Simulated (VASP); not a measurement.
# LuBe3 (Fm-3m) in VASP: notebook

Runs on LuBe3. Level: PBE. Tasks: single point, relaxation of cell and atoms.

Program: VASP 6.6.1. These are calculated values, not measurements. Logs are shortened: lines on timing, memory, paths and dates and some standing lists are left out, and cuts for length are marked.

### 1 The cell of the first run

Symmetry: Fm-3m, No. 225, cubic system. The conventional cell has a = 5.876 Å, b = 5.876 Å, c = 5.876 Å, α = 90.00°, β = 90.00°, γ = 90.00°. Within 3.4 Å of Lu (site symmetry m-3m) lie 14 Be at 2.54 to 2.94 Å. Be (site symmetry m-3m) has 8 Be at 2.54 Å and 6 Lu at 2.94 Å within 3.4 Å. Within 3.4 Å of Be (site symmetry -43m) lie 4 Lu at 2.54 Å and 10 Be at 2.54 to 2.94 Å.

### 2 Single point, PBE

Input file INCAR:

```
  PREC = Accurate
  ENCUT = 520
  EDIFF = 1E-7
  ISMEAR = 0
  SIGMA = 0.1
  LREAL = False
  LASPH = True
  NELM = 80
  ALGO = Normal
  ISIF = 2
  LWAVE = False
  LCHARG = False
  GGA = PE
  NBANDS = 24
```

Input file KPOINTS:

```
regular mesh
0
Gamma
  6 6 6
```

Input file POSCAR:

```
LuBe3
1.0
    0.0000000000      2.9378334755      2.9378334755
    2.9378334755      0.0000000000      2.9378334755
    2.9378334755      2.9378334755      0.0000000000
Lu Be
1 3
Direct
    0.0000000000      0.0000000000      0.0000000000
    0.5000000000      0.5000000000      0.5000000000
    0.2500000000      0.2500000000      0.2500000000
    0.7500000000      0.7500000000      0.7500000000
```

Potentials or basis: VASP PAW PBE potentials, release 64 (Lu, Be).

Started as:

```sh
cat potpaw_PBE.64/Lu/POTCAR potpaw_PBE.64/Be/POTCAR > POTCAR
mpirun -np 1 vasp_std > vasp.out
```

OUTCAR:

```text
PREC = Accurate
   ENCUT = 520
   EDIFF = 1E-7
   ISMEAR = 0
   LREAL = False
   LASPH = True
   NELM = 80
   ISIF = 2
   GGA = PE

 ion  position               nearest neighbor table
   1  0.000  0.000  0.000-   4 2.54   4 2.54   4 2.54   3 2.54   4 2.54   3 2.54   3 2.54   3 2.54
                             2 2.94   2 2.94   2 2.94   2 2.94   2 2.94   2 2.94
   2  0.500  0.500  0.500-   1 2.94   1 2.94   1 2.94   1 2.94   1 2.94   1 2.94
   3  0.250  0.250  0.250-   1 2.54   1 2.54   1 2.54   1 2.54
   4  0.750  0.750  0.750-   1 2.54   1 2.54   1 2.54   1 2.54

  LATTYP: Found a face centered cubic cell.
 ALAT       =     5.8756669510

  Lattice vectors:

 A1 = (   0.0000000000,   2.9378334755,   2.9378334755)
 A2 = (   2.9378334755,   0.0000000000,   2.9378334755)
 A3 = (   2.9378334755,   2.9378334755,   0.0000000000)

Analysis of symmetry for initial positions (statically):
=====================================================================
 Subroutine PRICEL returns:
 Original cell was already a primitive cell.

 Routine SETGRP: Setting up the symmetry group for a
 face centered cubic supercell.

 Subroutine GETGRP returns: Found 48 space group operations
 (whereof 48 operations were pure point group operations)
 out of a pool of 48 trial point group operations.

The static configuration has the point symmetry O_h .

Analysis of symmetry for dynamics (positions and initial velocities):
=====================================================================
 Subroutine PRICEL returns:
 Original cell was already a primitive cell.

 Routine SETGRP: Setting up the symmetry group for a
 face centered cubic supercell.

 Subroutine GETGRP returns: Found 48 space group operations
 (whereof 48 operations were pure point group operations)
 out of a pool of 48 trial point group operations.

The dynamic configuration has the point symmetry O_h .

 Subroutine INISYM returns: Found 48 space group operations
 (whereof 48 operations are pure point group operations),
 and found     1 'primitive' translations

----------------------------------------------------------------------------------------

                                     Primitive cell

  volume of cell :      50.7121

  direct lattice vectors                    reciprocal lattice vectors
     0.000000000  2.937833476  2.937833476    -0.170193445  0.170193445  0.170193445
     2.937833476  0.000000000  2.937833476     0.170193445 -0.170193445  0.170193445
     2.937833476  2.937833476  0.000000000     0.170193445  0.170193445 -0.170193445

  length of vectors
     4.154723945  4.154723945  4.154723945     0.294783694  0.294783694  0.294783694

  position of ions in fractional coordinates (direct lattice)
     0.000000000  0.000000000  0.000000000
     0.500000000  0.500000000  0.500000000
     0.250000000  0.250000000  0.250000000
     0.750000000  0.750000000  0.750000000

  ion indices of the primitive-cell ions
   primitive index   ion index
                 1           1
                 2           2
                 3           3
                 4           4

----------------------------------------------------------------------------------------

 KPOINTS: regular mesh

Automatic generation of k-mesh.
 Grid dimensions read from file:
 generate k-points for:    6    6    6

 Generating k-lattice:

  Cartesian coordinates                     Fractional coordinates (reciprocal lattice)
    -0.028365574  0.028365574  0.028365574     0.166666667  0.000000000  0.000000000
     0.028365574 -0.028365574  0.028365574     0.000000000  0.166666667  0.000000000
     0.028365574  0.028365574 -0.028365574     0.000000000  0.000000000  0.166666667

  Length of vectors
     0.049130616  0.049130616  0.049130616

  Shift w.r.t. Gamma in fractional coordinates (k-lattice)
     0.000000000  0.000000000  0.000000000

 Subroutine IBZKPT returns following result:
 ===========================================

 Found     16 irreducible k-points:

 Following reciprocal coordinates:
            Coordinates               Weight
  0.000000  0.000000  0.000000      1.000000
  0.166667  0.000000  0.000000      8.000000
  0.333333  0.000000  0.000000      8.000000
  0.500000  0.000000  0.000000      4.000000
  0.166667  0.166667  0.000000      6.000000
  0.333333  0.166667  0.000000     24.000000
[... 8 lines left out ...]
 -0.333333  0.333333  0.166667     24.000000
 -0.333333  0.500000  0.166667     12.000000
   k-points           NKPTS =     16   k-points in BZ     NKDIM =     16   number of bands    NBANDS=     24
   number of dos      NEDOS =    301   number of ions     NIONS =      4
   total plane-waves  NPLWV =  32768
   dimension x,y,z NGX =    32 NGY =   32 NGZ =   32
   dimension x,y,z NGXF=    64 NGYF=   64 NGZF=   64
   ions per type =               1   3
   NGX,Y,Z   is equivalent  to a cutoff of  12.80, 12.80, 12.80 a.u.
   NGXF,Y,Z  is equivalent  to a cutoff of  25.61, 25.61, 25.61 a.u.
 SYSTEM =  unknown system
   PREC   = accura    normal or accurate (medium, high low for compatibility)
   ISTART =      0    job   : 0-new  1-cont  2-samecut
   ICHARG =      2    charge: 1-file 2-atom 10-const
   ISPIN  =      1    spin polarized calculation?
   LNONCOLLINEAR =      F non collinear calculations
   LSORBIT =      F    spin-orbit coupling
   LASPH  =      T    aspherical Exc in radial PAW
   ENCUT  =  520.0 eV  38.22 Ry    6.18 a.u.   7.73  7.73  7.73*2*pi/ulx,y,z
   NELM   =     80;   NELMIN=  2; NELMDL= -5     # of ELM steps
   EDIFF  = 0.1E-06   stopping-criterion for ELM
   LREAL  =      F    real-space projection
   EDIFFG = 0.1E-05   stopping-criterion for IOM
   NSW    =      0    number of steps for IOM
   IBRION =     -1    ionic relax: 0-MD 1-quasi-New 2-CG
   NFREE  =      0    steps in history (QN), initial steepest desc. (CG)
   ISIF   =      2    stress and relaxation
   ISYM   =      2    0-nonsym 1-usesym 2-fastsym
   POTIM  = 0.5000    time-step for ionic-motion
   TEBEG  =    0.0;   TEEND  =   0.0 temperature during run
   PSTRESS=    0.0 pullay stress
   NELECT =      31.0000    total number of electrons
   NUPDOWN=      -1.0000    fix difference up-down
   EMIN   =  10.00;   EMAX   =-10.00  energy-range for DOS
   EFERMI =   0.00;   METHOD = LEGACY
   ISMEAR =     0;   SIGMA  =   0.10  broadening in eV -4-tet -1-fermi 0-gaus
   EFERMI_NEDOS =   21; number of points for ismear=-14 and -15
   IALGO  =     38    algorithm
   IMIX   =      4    mixing-type and parameters
     AMIX     =   0.40;   BMIX     =  1.00
     AMIX_MAG =   1.60;   BMIX_MAG =  1.00
  volume/ion in A,a.u.               =      12.68        85.56
  Fermi-wavevector in a.u.,A,eV,Ry     =   1.389392  2.625571 26.264836  1.930411
  Thomas-Fermi vector in A             =   2.513427
   LORBIT       =      0    0 simple, 1 ext, 2 COOP (PROOUT), +10 PAW based schemes
   GGA     = PE    functional components
   LHFCALC =     F    Hartree Fock is set to
   AEXX    =    0.0000 exact exchange contribution
   IVDW    =     0    specifies the selected vdW correction
   LEPSILON=     F    determine dielectric tensor
   LRPA    =     F    only Hartree local field effects (RPA)
 non-spin polarized calculation
 Gauss-broadening in eV      SIGMA  =   0.10
  energy-cutoff  :      520.00
  volume of cell :       50.71
 maximum number of plane-waves:      1380
   NGX = 15   NGY = 15   NGZ = 15

 number of electron      30.9999999 magnetization

 Free energy of the ion-electron system (eV)
  ---------------------------------------------------
  ext. energy  EPLUGINS =         0.00000000
  ---------------------------------------------------
  free energy    TOTEN  =       -15.22947230 eV

  energy without entropy =      -15.22472256  energy(sigma->0) =      -15.22709743

 E-fermi :   4.0319     XC(G=0): -10.9212

 val. band max:        3.9590995587   @ k =   0.5000   0.3333   0.1667
 cond. band min:       4.1424262288   @ k =  -0.3333   0.5000   0.1667
 fundamental gap:      0.1833266701
 Fermi energy:         4.0319490658

 k-point     1 :       0.0000    0.0000    0.0000
  band No.  band energies     occupation
      1     -51.1702      2.00000
      2     -21.9076      2.00000
      3     -21.9076      2.00000
      4     -21.9076      2.00000
      5      -4.2933      2.00000
      6      -0.2346      2.00000
[... 16 lines left out ...]
     23      11.6991      0.00000
     24      11.6992      0.00000

 k-point     2 :       0.1667    0.0000    0.0000
  band No.  band energies     occupation
      1     -51.1696      2.00000
      2     -21.9350      2.00000
      3     -21.9119      2.00000
      4     -21.9119      2.00000
      5      -3.9048      2.00000
      6      -0.2293      2.00000
[... 16 lines left out ...]
     23      11.0025      0.00000
     24      11.0025      0.00000

 k-point     3 :       0.3333    0.0000    0.0000
  band No.  band energies     occupation
      1     -51.1685      2.00000
      2     -21.9892      2.00000
      3     -21.9203      2.00000
      4     -21.9203      2.00000
      5      -2.8383      2.00000
      6      -0.2218      2.00000
[... 16 lines left out ...]
     23      11.5911      0.00000
     24      11.5911      0.00000

 k-point     4 :       0.5000    0.0000    0.0000
  band No.  band energies     occupation
      1     -51.1680      2.00000
      2     -22.0160      2.00000
      3     -21.9246      2.00000
      4     -21.9246      2.00000
      5      -1.6810      2.00000
      6      -0.8136      2.00000
[... 16 lines left out ...]
     23      13.2758      0.00000
     24      13.3258      0.00000

 k-point     5 :       0.1667    0.1667    0.0000
  band No.  band energies     occupation
      1     -51.1694      2.00000
      2     -21.9330      2.00000
      3     -21.9189      2.00000
      4     -21.9189      2.00000
      5      -3.7777      2.00000
      6      -0.2265      2.00000
[... 16 lines left out ...]
     23      10.3136      0.00000
     24      10.6462      0.00000

 k-point     6 :       0.3333    0.1667    0.0000
  band No.  band energies     occupation
      1     -51.1685      2.00000
      2     -21.9733      2.00000
      3     -21.9287      2.00000
      4     -21.9280      2.00000
      5      -2.9379      2.00000
      6      -0.2170      2.00000
[... 16 lines left out ...]
     23      10.9309      0.00000
     24      11.6014      0.00000
[... 163 lines left out ...]
 k-point    13 :       0.5000    0.5000    0.0000
  band No.  band energies     occupation
      1     -51.1672      2.00000
      2     -22.0075      2.00000
      3     -21.9526      2.00000
      4     -21.9526      2.00000
      5      -1.1486      2.00000
      6      -0.2287      2.00000
[... 16 lines left out ...]
     23      13.6311      0.00000
     24      13.6311      0.00000

 k-point    14 :       0.5000    0.3333    0.1667
  band No.  band energies     occupation
      1     -51.1678      2.00000
      2     -21.9882      2.00000
      3     -21.9545      2.00000
      4     -21.9347      2.00000
      5      -1.9510      2.00000
      6      -0.2082      2.00000
[... 16 lines left out ...]
     23      12.7588      0.00000
     24      12.8563      0.00000

 k-point    15 :      -0.3333    0.3333    0.1667
  band No.  band energies     occupation
      1     -51.1674      2.00000
      2     -21.9932      2.00000
      3     -21.9663      2.00000
      4     -21.9417      2.00000
      5      -0.6279      2.00000
      6      -0.5050      2.00000
[... 16 lines left out ...]
     23      12.7512      0.00000
     24      13.6960      0.00000

 k-point    16 :      -0.3333    0.5000    0.1667
  band No.  band energies     occupation
      1     -51.1672      2.00000
      2     -21.9938      2.00000
      3     -21.9664      2.00000
      4     -21.9527      2.00000
      5      -0.6564      2.00000
      6      -0.2204      2.00000
[... 16 lines left out ...]
     23      13.0760      0.00000
     24      13.3924      0.00000

------------------------ aborting loop because EDIFF is reached ----------------------------------------

  FORCE on cell =-STRESS in cart. coord.  units (eV):
  Direction    XX          YY          ZZ          XY          YZ          ZX
  --------------------------------------------------------------------------------------
  -------------------------------------------------------------------------------------
  Total        0.0446698      0.0446698      0.0446698     -0.0000000      0.0000000     -0.0000000
  in kB        1.4112783      1.4112783      1.4112783     -0.0000000      0.0000000     -0.0000000
  external PRESSURE =       1.4112783 kB  Pullay stress =       0.0000000 kB

 VOLUME and BASIS-vectors are now :
 -----------------------------------------------------------------------------
  energy-cutoff  :      520.00
  volume of cell :       50.71
      direct lattice vectors                 reciprocal lattice vectors
     0.000000000  2.937833476  2.937833476    -0.170193445  0.170193445  0.170193445
     2.937833476  0.000000000  2.937833476     0.170193445 -0.170193445  0.170193445
     2.937833476  2.937833476  0.000000000     0.170193445  0.170193445 -0.170193445

 POSITION                                       TOTAL-FORCE (eV/Angst)
 -----------------------------------------------------------------------------------
      0.00000      0.00000      0.00000        -0.000000     -0.000000     -0.000000
      2.93783      2.93783      2.93783        -0.000000     -0.000000     -0.000000
      1.46892      1.46892      1.46892        -0.000000      0.000000      0.000000
      4.40675      4.40675      4.40675         0.000000     -0.000000     -0.000000
 -----------------------------------------------------------------------------------
    total drift:                                0.000000     -0.000000      0.000000

  FREE ENERGIE OF THE ION-ELECTRON SYSTEM (eV)
  ---------------------------------------------------
  free  energy   TOTEN  =       -15.2294723043 eV

  energy  without entropy=      -15.2247225626  energy(sigma->0) =      -15.22709743
```

Wall time 62 s (1 thread of AMD EPYC 7R13, shared host); peak memory 0.16 GiB.

Results:

| Item | Value |
| --- | --- |
| Free energy | -15.2295 eV |
| Pressure | 0.1 GPa |

Caveat: spin-orbit coupling is left out, which moves the levels of the heavy elements.

### 3 Single point, PBE

This run uses another cell than the first one, of 13.32 Å³/atom, 1.051 times its volume.

Input file INCAR:

```
SYSTEM = LuBe3
  PREC = Accurate
  ENCUT = 520
  EDIFF = 1E-6
  ISMEAR = 0
  SIGMA = 0.1
  LREAL = .FALSE.
  LASPH = .TRUE.
  NELM = 100
  ALGO = Normal
  ISIF = 2
  LWAVE = .FALSE.
  LCHARG = .FALSE.
  GGA = PE
  NBANDS = 24
```

Input file KPOINTS:

```
Automatic mesh
0
G
  6 6 6
  0 0 0
```

Input file POSCAR:

```
LuBe3
1.0
    0.0000000000      2.9866745900      2.9866745900
    2.9866745900      0.0000000000      2.9866745900
    2.9866745900      2.9866745900      0.0000000000
Lu Be
1 3
Direct
    0.0000000000      0.0000000000      0.0000000000
    0.5000000000      0.5000000000      0.5000000000
    0.2500000000      0.2500000000      0.2500000000
    0.7500000000      0.7500000000      0.7500000000
```

Potentials or basis: VASP PAW PBE potentials, release 64 (Lu, Be).

Started as:

```sh
cat potpaw_PBE.64/Lu/POTCAR potpaw_PBE.64/Be/POTCAR > POTCAR
mpirun -np 1 vasp_std > vasp.out
```

OUTCAR:

```text
SYSTEM = LuBe3
   PREC = Accurate
   ENCUT = 520
   EDIFF = 1E-6
   ISMEAR = 0
   LREAL = .FALSE.
   LASPH = .TRUE.
   NELM = 100
   ISIF = 2
   GGA = PE

 ion  position               nearest neighbor table
   1  0.000  0.000  0.000-   4 2.59   4 2.59   4 2.59   3 2.59   4 2.59   3 2.59   3 2.59   3 2.59
                             2 2.99   2 2.99   2 2.99   2 2.99   2 2.99   2 2.99
   2  0.500  0.500  0.500-   1 2.99   1 2.99   1 2.99   1 2.99   1 2.99   1 2.99
   3  0.250  0.250  0.250-   1 2.59   1 2.59   1 2.59   1 2.59
   4  0.750  0.750  0.750-   1 2.59   1 2.59   1 2.59   1 2.59

  LATTYP: Found a face centered cubic cell.
 ALAT       =     5.9733491800

  Lattice vectors:

 A1 = (   0.0000000000,   2.9866745900,   2.9866745900)
 A2 = (   2.9866745900,   0.0000000000,   2.9866745900)
 A3 = (   2.9866745900,   2.9866745900,   0.0000000000)

Analysis of symmetry for initial positions (statically):
=====================================================================
 Subroutine PRICEL returns:
 Original cell was already a primitive cell.

 Routine SETGRP: Setting up the symmetry group for a
 face centered cubic supercell.

[... 161 lines left out ...]
 E-fermi :   3.7769     XC(G=0): -10.7182

 val. band max:        3.7128699602   @ k =   0.5000   0.3333   0.1667
 cond. band min:       3.8615675313   @ k =  -0.3333   0.5000   0.1667
 fundamental gap:      0.1486975712
 Fermi energy:         3.7769395988

 k-point     1 :       0.0000    0.0000    0.0000
  band No.  band energies     occupation
      1     -51.5510      2.00000
      2     -22.2741      2.00000
      3     -22.2741      2.00000
      4     -22.2741      2.00000
      5      -4.3868      2.00000
      6      -0.5690      2.00000
[... 421 lines left out ...]
     23      12.4311      0.00000
     24      12.7324      0.00000

------------------------ aborting loop because EDIFF is reached ----------------------------------------

  FORCE on cell =-STRESS in cart. coord.  units (eV):
  Direction    XX          YY          ZZ          XY          YZ          ZX
  --------------------------------------------------------------------------------------
  -------------------------------------------------------------------------------------
  Total       -1.3138321     -1.3138321     -1.3138321      0.0000000      0.0000000     -0.0000000
  in kB      -39.5054257    -39.5054257    -39.5054257      0.0000000      0.0000000     -0.0000000
  external PRESSURE =     -39.5054257 kB  Pullay stress =       0.0000000 kB

 VOLUME and BASIS-vectors are now :
 -----------------------------------------------------------------------------
  energy-cutoff  :      520.00
  volume of cell :       53.28
      direct lattice vectors                 reciprocal lattice vectors
     0.000000000  2.986674590  2.986674590    -0.167410270  0.167410270  0.167410270
     2.986674590  0.000000000  2.986674590     0.167410270 -0.167410270  0.167410270
     2.986674590  2.986674590  0.000000000     0.167410270  0.167410270 -0.167410270

 POSITION                                       TOTAL-FORCE (eV/Angst)
 -----------------------------------------------------------------------------------
      0.00000      0.00000      0.00000        -0.000000      0.000000      0.000000
      2.98667      2.98667      2.98667        -0.000000      0.000000      0.000000
      1.49334      1.49334      1.49334         0.000000      0.000000      0.000000
      4.48001      4.48001      4.48001        -0.000000     -0.000000     -0.000000
 -----------------------------------------------------------------------------------
    total drift:                                0.000000     -0.000000     -0.000000

  FREE ENERGIE OF THE ION-ELECTRON SYSTEM (eV)
  ---------------------------------------------------
  free  energy   TOTEN  =       -15.1980652096 eV

  energy  without entropy=      -15.1923540223  energy(sigma->0) =      -15.19520962
```

stdout:

```text
POSCAR found type information on POSCAR LuBe
 POSCAR found :  2 types and       4 ions
 scaLAPACK will be used
 LDA part: xc-table for (Slater+PW92), standard interpolation
 POSCAR, INCAR and KPOINTS ok, starting setup
 FFT: planning ... GRIDC
 FFT: planning ... GRID_SOFT
 FFT: planning ... GRID
 WAVECAR not read
 entering main loop
```

Wall time 53 s (1 thread of AMD EPYC 7R13, shared host); peak memory 0.16 GiB.

What came out:

```yaml
Free_energy: -15.1981 eV
Pressure: -4.0 GPa
```

Levels at points of the mesh, in eV from the Fermi level:
```csv
k point,band 12,band 13,band 14,band 15,band 16,band 17,band 18,band 19
"(0.00, 0.00, 0.00)",-4.27,-1.31,-1.31,-1.31,2.32,2.32,2.32,2.62
"(0.50, 0.00, 0.00)",-4.28,-4.27,-1.60,-1.60,2.21,2.56,2.56,3.04
"(0.50, 0.50, 0.00)",-4.28,-3.72,-2.39,-1.27,-1.27,1.58,3.03,3.03
```

Caveat: spin-orbit coupling is left out, which moves the levels of the heavy elements.

(Part 1 of 2 ends here.)
